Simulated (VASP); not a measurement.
# AsSe4 (I-43m) in VASP: a series of runs, part 2 of 2

VASP 6.6.1. Earlier steps stand in the parts before.

### Step 5. Relaxation of cell and atoms, PBE

This run uses another cell than the first one, of 34.43 Å³/atom.

The input, INCAR:

```
SYSTEM = AsSe4
PREC = Accurate
ENCUT = 600
EDIFF = 1E-6
ISMEAR = 0
SIGMA = 0.1
LREAL = .False.
LASPH = .True.
NELM = 60
ALGO = Normal
ISIF = 3
LWAVE = .False.
LCHARG = .False.
GGA = PE
IBRION = 2
NSW = 90
EDIFFG = -0.04
```

The input, KPOINTS:

```
regular mesh
0
Gamma
  4 4 4
  0 0 0
```

The input, POSCAR:

```
AsSe4
1.0
   -3.5043456500      3.5043456500      3.5043456500
    3.5043456500     -3.5043456500      3.5043456500
    3.5043456500      3.5043456500     -3.5043456500
As Se
1 4
Direct
    0.0000000000      0.0000000000      0.0000000000
    0.3495999900      0.3495999900      0.3495999900
    0.6504000100      0.0000000000      0.0000000000
    0.0000000000      0.0000000000      0.6504000100
    0.0000000000      0.6504000100      0.0000000000
```

Potentials or basis: VASP PAW PBE potentials, release 64 (As, Se).

Launch:

```
$ cat potpaw_PBE.64/As/POTCAR potpaw_PBE.64/Se/POTCAR > POTCAR
$ mpirun -np 1 vasp_std > vasp.out
```

OUTCAR:

```text
SYSTEM = AsSe4
   PREC = Accurate
   ENCUT = 600
   EDIFF = 1E-6
   ISMEAR = 0
   LREAL = .False.
   LASPH = .True.
   NELM = 60
   ISIF = 3
   GGA = PE
   IBRION = 2
   NSW = 90
   EDIFFG = -0.04

 ion  position               nearest neighbor table
   1  0.000  0.000  0.000-   2 2.12   3 2.12   4 2.12   5 2.12
   2  0.350  0.350  0.350-   1 2.12
   3  0.650  0.000  0.000-   1 2.12
   4  0.000  0.000  0.650-   1 2.12
   5  0.000  0.650  0.000-   1 2.12

  LATTYP: Found a body centered cubic cell.
 ALAT       =     7.0086913000

  Lattice vectors:

 A1 = (  -3.5043456500,   3.5043456500,   3.5043456500)
 A2 = (   3.5043456500,  -3.5043456500,   3.5043456500)
 A3 = (   3.5043456500,   3.5043456500,  -3.5043456500)

Analysis of symmetry for initial positions (statically):
=====================================================================
 Subroutine PRICEL returns:
 Original cell was already a primitive cell.

 Routine SETGRP: Setting up the symmetry group for a
 body centered cubic supercell.

 Subroutine GETGRP returns: Found 24 space group operations
 (whereof 24 operations were pure point group operations)
 out of a pool of 48 trial point group operations.

The static configuration has the point symmetry T_d .

Analysis of symmetry for dynamics (positions and initial velocities):
=====================================================================
 Subroutine PRICEL returns:
 Original cell was already a primitive cell.

 Routine SETGRP: Setting up the symmetry group for a
 body centered cubic supercell.

 Subroutine GETGRP returns: Found 24 space group operations
 (whereof 24 operations were pure point group operations)
 out of a pool of 48 trial point group operations.

The dynamic configuration has the point symmetry T_d .

 Subroutine INISYM returns: Found 24 space group operations
 (whereof 24 operations are pure point group operations),
 and found     1 'primitive' translations

----------------------------------------------------------------------------------------

                                     Primitive cell

  volume of cell :     172.1396

  direct lattice vectors                    reciprocal lattice vectors
    -3.504345650  3.504345650  3.504345650     0.000000000  0.142679989  0.142679989
     3.504345650 -3.504345650  3.504345650     0.142679989  0.000000000  0.142679989
     3.504345650  3.504345650 -3.504345650     0.142679989  0.142679989  0.000000000

  length of vectors
     6.069704713  6.069704713  6.069704713     0.201779976  0.201779976  0.201779976

  position of ions in fractional coordinates (direct lattice)
     0.000000000  0.000000000  0.000000000
     0.349599990  0.349599990  0.349599990
     0.650400010  0.000000000  0.000000000
     0.000000000  0.000000000  0.650400010
     0.000000000  0.650400010  0.000000000

  ion indices of the primitive-cell ions
   primitive index   ion index
                 1           1
                 2           2
                 3           3
                 4           4
                 5           5

----------------------------------------------------------------------------------------

 KPOINTS: regular mesh

Automatic generation of k-mesh.
 Grid dimensions read from file:
 generate k-points for:    4    4    4

 Generating k-lattice:

  Cartesian coordinates                     Fractional coordinates (reciprocal lattice)
     0.000000000  0.035669997  0.035669997     0.250000000  0.000000000  0.000000000
     0.035669997  0.000000000  0.035669997     0.000000000  0.250000000  0.000000000
     0.035669997  0.035669997  0.000000000     0.000000000  0.000000000  0.250000000

  Length of vectors
     0.050444994  0.050444994  0.050444994

  Shift w.r.t. Gamma in fractional coordinates (k-lattice)
     0.000000000  0.000000000  0.000000000

 Subroutine IBZKPT returns following result:
 ===========================================

 Found      8 irreducible k-points:

 Following reciprocal coordinates:
            Coordinates               Weight
  0.000000  0.000000  0.000000      1.000000
  0.250000  0.000000  0.000000     12.000000
  0.500000  0.000000  0.000000      6.000000
  0.250000  0.250000  0.000000     24.000000
  0.250000  0.250000  0.250000      2.000000
 -0.250000  0.250000  0.250000      6.000000
  0.500000  0.500000  0.250000     12.000000
  0.500000  0.500000  0.500000      1.000000
   k-points           NKPTS =      8   k-points in BZ     NKDIM =      8   number of bands    NBANDS=     18
   number of dos      NEDOS =    301   number of ions     NIONS =      5
   total plane-waves  NPLWV = 110592
   dimension x,y,z NGX =    48 NGY =   48 NGZ =   48
   dimension x,y,z NGXF=    96 NGYF=   96 NGZF=   96
   ions per type =               1   4
   NGX,Y,Z   is equivalent  to a cutoff of  13.15, 13.15, 13.15 a.u.
   NGXF,Y,Z  is equivalent  to a cutoff of  26.29, 26.29, 26.29 a.u.
 SYSTEM =  AsSe4
   PREC   = accura    normal or accurate (medium, high low for compatibility)
   ISTART =      0    job   : 0-new  1-cont  2-samecut
   ICHARG =      2    charge: 1-file 2-atom 10-const
   ISPIN  =      1    spin polarized calculation?
   LNONCOLLINEAR =      F non collinear calculations
   LSORBIT =      F    spin-orbit coupling
   LASPH  =      T    aspherical Exc in radial PAW
   ENCUT  =  600.0 eV  44.10 Ry    6.64 a.u.  12.12 12.12 12.12*2*pi/ulx,y,z
   NELM   =     60;   NELMIN=  2; NELMDL= -5     # of ELM steps
   EDIFF  = 0.1E-05   stopping-criterion for ELM
   LREAL  =      F    real-space projection
   EDIFFG = -.4E-01   stopping-criterion for IOM
   NSW    =     90    number of steps for IOM
   IBRION =      2    ionic relax: 0-MD 1-quasi-New 2-CG
   NFREE  =      1    steps in history (QN), initial steepest desc. (CG)
   ISIF   =      3    stress and relaxation
   ISYM   =      2    0-nonsym 1-usesym 2-fastsym
   POTIM  = 0.5000    time-step for ionic-motion
   TEBEG  =    0.0;   TEEND  =   0.0 temperature during run
   PSTRESS=    0.0 pullay stress
   NELECT =      29.0000    total number of electrons
   NUPDOWN=      -1.0000    fix difference up-down
   EMIN   =  10.00;   EMAX   =-10.00  energy-range for DOS
   EFERMI =   0.00;   METHOD = LEGACY
   ISMEAR =     0;   SIGMA  =   0.10  broadening in eV -4-tet -1-fermi 0-gaus
   EFERMI_NEDOS =   21; number of points for ismear=-14 and -15
   IALGO  =     38    algorithm
   IMIX   =      4    mixing-type and parameters
     AMIX     =   0.40;   BMIX     =  1.00
     AMIX_MAG =   1.60;   BMIX_MAG =  1.00
  volume/ion in A,a.u.               =      34.43       232.33
  Fermi-wavevector in a.u.,A,eV,Ry     =   0.904164  1.708622 11.122934  0.817513
  Thomas-Fermi vector in A             =   2.027578
   LORBIT       =      0    0 simple, 1 ext, 2 COOP (PROOUT), +10 PAW based schemes
   GGA     = PE    functional components
   LHFCALC =     F    Hartree Fock is set to
   AEXX    =    0.0000 exact exchange contribution
   IVDW    =     0    specifies the selected vdW correction
   LEPSILON=     F    determine dielectric tensor
   LRPA    =     F    only Hartree local field effects (RPA)
 conjugate gradient relaxation of ions
 non-spin polarized calculation
 Gauss-broadening in eV      SIGMA  =   0.10
  energy-cutoff  :      600.00
  volume of cell :      172.14
 maximum number of plane-waves:      5771
   NGX = 25   NGY = 25   NGZ = 25

--------------------------------------- Ionic step        1  -------------------------------------------

 number of electron      29.0000000 magnetization

 Free energy of the ion-electron system (eV)
  ---------------------------------------------------
  ext. energy  EPLUGINS =         0.00000000
  ---------------------------------------------------
  free energy    TOTEN  =       -14.44462754 eV

  energy without entropy =      -14.39250064  energy(sigma->0) =      -14.41856409

------------------------ aborting loop because EDIFF is reached ----------------------------------------

  FORCE on cell =-STRESS in cart. coord.  units (eV):
  Direction    XX          YY          ZZ          XY          YZ          ZX
  --------------------------------------------------------------------------------------
  -------------------------------------------------------------------------------------
  Total       10.7985054     10.7985054     10.7985054      0.0000000      0.0000000     -0.0000000
  in kB      100.5063341    100.5063341    100.5063341      0.0000000      0.0000000     -0.0000000
  external PRESSURE =     100.5063341 kB  Pullay stress =       0.0000000 kB
[... 439 lines left out ...]
      5      -4.2955      2.00000
      6      -0.8069      2.00000
[... 10 lines left out ...]
     17       6.8213      0.00000
     18       8.2067      0.00000

[... ionic steps 4 to 22 ...]

--------------------------------------- Ionic step       23  -------------------------------------------

 number of electron      29.0000000 magnetization

------------------------ aborting loop because EDIFF is reached ----------------------------------------
[... 73 lines left out ...]
--------------------------------------- Ionic step       25  -------------------------------------------

 number of electron      29.0000001 magnetization

 Free energy of the ion-electron system (eV)
  ---------------------------------------------------
  ext. energy  EPLUGINS =         0.00000000
  ---------------------------------------------------
  free energy    TOTEN  =       -16.69149152 eV

  energy without entropy =      -16.65511500  energy(sigma->0) =      -16.67330326

 E-fermi :   2.7641     XC(G=0):  -9.0078

 val. band max:        2.7315199323   @ k =   0.0000   0.0000   0.0000
 cond. band min:       2.7872454253   @ k =  -0.2500   0.2500   0.2500
 fundamental gap:      0.0557254930
 Fermi energy:         2.7640668246
[... 198 lines left out ...]
  FREE ENERGIE OF THE ION-ELECTRON SYSTEM (eV)
  ---------------------------------------------------
  free  energy   TOTEN  =       -16.6914915187 eV

  energy  without entropy=      -16.6551150000  energy(sigma->0) =      -16.67330326

 reached required accuracy - stopping structural energy minimisation
```

OSZICAR:

```text
N       E                     dE             d eps       ncg     rms          rms(c)
DAV:   1     0.182094153086E+03    0.18209E+03   -0.12166E+04   288   0.144E+03
DAV:   2    -0.349799532635E+00   -0.18244E+03   -0.18081E+03   418   0.215E+02
DAV:   3    -0.143559016548E+02   -0.14006E+02   -0.13906E+02   320   0.691E+01
[... 224 lines left out ...]
DAV:   3    -0.166918017262E+02    0.27919E-02   -0.48980E-03   318   0.392E-01    0.983E-02
DAV:   4    -0.166914866941E+02    0.31503E-03   -0.13410E-03   320   0.192E-01    0.521E-02
DAV:   5    -0.166914909481E+02   -0.42540E-05   -0.51629E-05   316   0.477E-02    0.208E-02
DAV:   6    -0.166914918686E+02   -0.92051E-06   -0.14341E-05   310   0.227E-02    0.823E-03
DAV:   7    -0.166914915187E+02    0.34988E-06   -0.12541E-06   152   0.677E-03
  25 F= -.16691492E+02 E0= -.16673303E+02  d E =-.632286E-02
```

CONTCAR:

```text
AsSe4
   1.00000000000000
    -3.2107583340558947    3.2107583340558947    3.2107583340558947
     3.2107583340558947   -3.2107583340558947    3.2107583340558947
     3.2107583340558947    3.2107583340558947   -3.2107583340558947
  As              Se
     1     4
Direct
     0.0000000000000000    0.0000000000000000    0.0000000000000000
     0.4353445118568056    0.4353445118568056    0.4353445118568056
     0.5646554881431947    0.0000000000000000    0.0000000000000000
     0.0000000000000000    0.0000000000000000    0.5646554881431947
     0.0000000000000000    0.5646554881431947    1.0000000000000000

  0.00000000E+00  0.00000000E+00  0.00000000E+00
  0.00000000E+00  0.00000000E+00  0.00000000E+00
  0.00000000E+00  0.00000000E+00  0.00000000E+00
  0.00000000E+00  0.00000000E+00  0.00000000E+00
  0.00000000E+00  0.00000000E+00  0.00000000E+00
```

It took 5.9 min on 1 thread of Intel Xeon 6975P-C (Granite Rapids), shared host; peak memory 0.35 GiB.

What came out:

| Quantity | Value |
| --- | --- |
| Free energy | -16.6915 eV |
| Relaxed volume | 26.48 Å³/atom |
| Relaxed cell | a = 5.561 Å, b = 5.561 Å, c = 5.561 Å, α = 109.47°, β = 109.47°, γ = 109.47° |
| Space group after relaxing (to 0.1 Å) | I-43m (No. 217) |
| Energy gained by relaxing | 449.4 meV/atom |
| Ionic steps | 25 |
| Pressure after relaxing | 0.1 GPa |
| Largest force after relaxing | 0.006 eV/Å |
| Band gap on the k mesh | zero (an odd number of electrons rules out a gap without spin polarisation) |

Forces on the atoms (eV/Å):
```
As   0.000  0.000  0.000
Se   0.003  0.003  0.003
Se   0.003 -0.003 -0.003
Se  -0.003 -0.003  0.003
Se  -0.003  0.003 -0.003
```

Step by step:
| step | energy change (eV) | largest force (eV/Å) | pressure (GPa) | volume (Å³) |
| --- | --- | --- | --- | --- |
| 1 | 0.0000 | 4.2872 | 10.05 | 172.14 |
| 2 | -0.1205 | 1.3980 | -5.72 | 231.75 |
| 3 | -1.3479 | 0.2311 | -1.41 | 197.20 |
| 4 | -1.3528 | 0.3458 | -1.10 | 195.94 |
| 5 | -1.3534 | 0.4179 | -0.90 | 195.17 |
| 6 | -1.4147 | 0.4667 | -0.86 | 190.26 |
| 7 | -1.6040 | 0.6163 | -0.54 | 176.02 |
| 8 | -1.9159 | 0.9755 | 1.51 | 149.72 |
| 9 | -0.8844 | 1.5848 | 20.17 | 105.23 |
| 10 | -1.8474 | 1.4049 | 3.87 | 141.94 |
| 11 | -1.8397 | 1.5465 | 5.86 | 133.18 |
| 12 | -1.8506 | 1.5225 | 5.87 | 132.69 |
| 13 | -1.8805 | 1.4505 | 5.96 | 131.25 |
| 14 | -1.9261 | 1.2992 | 6.18 | 128.39 |
| 15 | -1.9546 | 1.0109 | 7.00 | 122.79 |
| 16 | -2.0067 | 0.9073 | 6.21 | 123.87 |
| 17 | -2.1289 | 0.6202 | 4.02 | 127.15 |
| 18 | -2.2376 | 0.1670 | 0.50 | 133.87 |
| 19 | -2.2405 | 0.1020 | -0.03 | 135.08 |
| 20 | -2.2405 | 0.0882 | -0.13 | 135.34 |
| 21 | -2.2408 | 0.0867 | -0.13 | 135.27 |
| 22 | -2.2417 | 0.0813 | -0.12 | 135.08 |
| 23 | -2.2432 | 0.0710 | -0.09 | 134.70 |
| 24 | -2.2455 | 0.0490 | -0.02 | 133.93 |
| 25 | -2.2469 | 0.0056 | 0.13 | 132.40 |

Final structure:
```
CELL_PARAMETERS angstrom
-3.21076 3.21076 3.21076
3.21076 -3.21076 3.21076
3.21076 3.21076 -3.21076
ATOMIC_POSITIONS crystal
As 0.00000 0.00000 0.00000
Se 0.43534 0.43534 0.43534
Se 0.56466 0.00000 0.00000
Se 0.00000 0.00000 0.56466
Se 0.00000 0.56466 0.00000
```

Caveat: the volume moved by over 15 % at a fixed basis, so the end points are rough.

### Step 6. Relaxation of cell and atoms, PBE

The input, INCAR:

```
SYSTEM = AsSe4
PREC     = Accurate       ! precision mode
ENCUT    = 600            ! plane-wave cutoff, eV
EDIFF    = 1E-6           ! SCF threshold, eV
ISMEAR   = 0              ! smearing method
SIGMA    = 0.1            ! smearing width, eV
LREAL    = .FALSE.        ! projectors in reciprocal space
LASPH    = .TRUE.         ! aspherical terms in the spheres
NELM     = 80             ! most SCF steps
ALGO     = Normal         ! electronic algorithm
ISIF     = 3              ! what is computed and relaxed
LWAVE    = .FALSE.        ! write WAVECAR
LCHARG   = .FALSE.        ! write CHGCAR
GGA      = PE             ! functional
IBRION   = 2              ! ionic algorithm
NSW      = 100            ! ionic steps
EDIFFG   = -0.01          ! ionic threshold
```

The input, KPOINTS:

```
regular mesh
0
G
  8 8 8
  0 0 0
```

The input, POSCAR:

```
AsSe4
1.0
   -3.2120553833      3.2120553833      3.2120553833
    3.2120553833     -3.2120553833      3.2120553833
    3.2120553833      3.2120553833     -3.2120553833
As Se
1 4
Direct
    0.0000000000      0.0000000000      0.0000000000
    0.4367677988      0.4367677988      0.4367677988
    0.5632322012      0.0000000000      0.0000000000
    0.0000000000      0.0000000000      0.5632322012
    0.0000000000      0.5632322012      0.0000000000
```

Potentials or basis: VASP PAW PBE potentials, release 64 (As, Se).

Launch:

```
$ cat potpaw_PBE.64/As/POTCAR potpaw_PBE.64/Se/POTCAR > POTCAR
$ mpirun -np 1 vasp_std > vasp.out
```

It took 2.5 min on 1 thread of Intel Xeon 6975P-C (Granite Rapids), shared host; peak memory 0.38 GiB.

Results (log left out):

```yaml
Free_energy: -16.6722 eV
Relaxed_volume: 26.75 Å³/atom
Relaxed_cell: a = 5.580 Å, b = 5.580 Å, c = 5.580 Å, α = 109.47°, β = 109.47°, γ = 109.47°
Space_group_after_relaxing_to_0.1_Å: I-43m (No. 217)
Energy_gained_by_relaxing: 1.4 meV/atom
Ionic_steps: 5
Pressure_after_relaxing: 0.0 GPa
Largest_force_after_relaxing: 0.004 eV/Å
Band_gap_on_the_k_mesh: zero (an odd number of electrons rules out a gap without spin polarisation)
```

Forces in eV/Å, atoms in the order of the input:
```
As   0.000  0.000  0.000
Se  -0.002 -0.002 -0.002
Se  -0.002  0.002  0.002
Se   0.002  0.002 -0.002
Se   0.002 -0.002  0.002
```

The path:
```
step  energy change (eV)  largest force (eV/Å)  pressure (GPa)  volume (Å³)
   1              0.0000                0.1307           -0.19       132.56
   2             -0.0025                0.0667            0.21       131.95
   3             -0.0026                0.0488            0.32       131.79
   4             -0.0048                0.0338            0.22       132.46
   5             -0.0068                0.0043            0.04       133.75
```

Final structure:
```cif
data_structure
_symmetry_space_group_name_H-M 'P 1'
_symmetry_Int_Tables_number 1
_cell_length_a 5.5801
_cell_length_b 5.5801
_cell_length_c 5.5801
_cell_angle_alpha 109.471
_cell_angle_beta 109.471
_cell_angle_gamma 109.471
_cell_volume 133.75
loop_
_atom_site_label
_atom_site_type_symbol
_atom_site_fract_x
_atom_site_fract_y
_atom_site_fract_z
_atom_site_occupancy
As1 As 0.00000 0.00000 0.00000 1
Se1 Se 0.43194 0.43194 0.43194 1
Se2 Se 0.56806 0.00000 0.00000 1
Se3 Se 0.00000 0.00000 0.56806 1
Se4 Se 0.00000 0.56806 0.00000 1
```

Levels at points of the mesh, in eV from the Fermi level:
```
           k point  band 11  band 12  band 13  band 14  band 15  band 16  band 17  band 18
(0.00, 0.00, 0.00)    -2.88     0.05     0.05     0.05     0.67     0.67     2.00     5.09
(0.50, 0.00, 0.00)    -2.32    -1.89    -0.82    -0.82    -0.60    -0.26     1.48     2.30
(0.50, 0.50, 0.50)    -2.09    -2.09    -2.09    -0.03     1.12     1.12     1.12     2.68
```

### Step 7. The runs side by side

```tsv
task	cell	k mesh	cutoff (eV)	gap on the mesh (eV)	pressure (GPa)	relaxed volume (Å³/atom)	largest force (eV/Å)
single point	a = 5.563 Å, angles 109.5°, 5 atoms, atomic positions A	4 × 4 × 4	520	none	-0.1	-	0.05
single point	a = 6.070 Å, angles 109.5°, 5 atoms, atomic positions B	4 × 4 × 4	520	none	10.1	-	4.29
single point	a = 5.583 Å, angles 109.5°, 5 atoms, atomic positions C	8 × 8 × 8	520	none	0.1	-	0.02
relaxation of cell and atoms	relaxed from a = 6.070 Å, angles 109.5°, 5 atoms, atomic positions B	4 × 4 × 4	600	none	0.1	26.48	0.01
relaxation of cell and atoms	relaxed from a = 5.563 Å, angles 109.5°, 5 atoms, atomic positions A	8 × 8 × 8	600	none	0.0	26.75	-
```

Alike in all rows: level PBE; potentials or basis VASP PAW PBE potentials, release 64 (As, Se); no spin polarisation; smearing gaussian 0.1 eV.

Caveats: the cell stands under pressure (at least some runs); forces of over 1 eV/Å act on the atoms, so gaps and moduli don't describe the material at rest (at least some runs); the volume moved by over 15 % at a fixed basis, so the end points are rough (at least some runs).

Total energies depend on the potentials used, so only differences within one code and one set of settings carry meaning.

The gap in the log of VASP goes by the Fermi energy; the results here count the filled bands.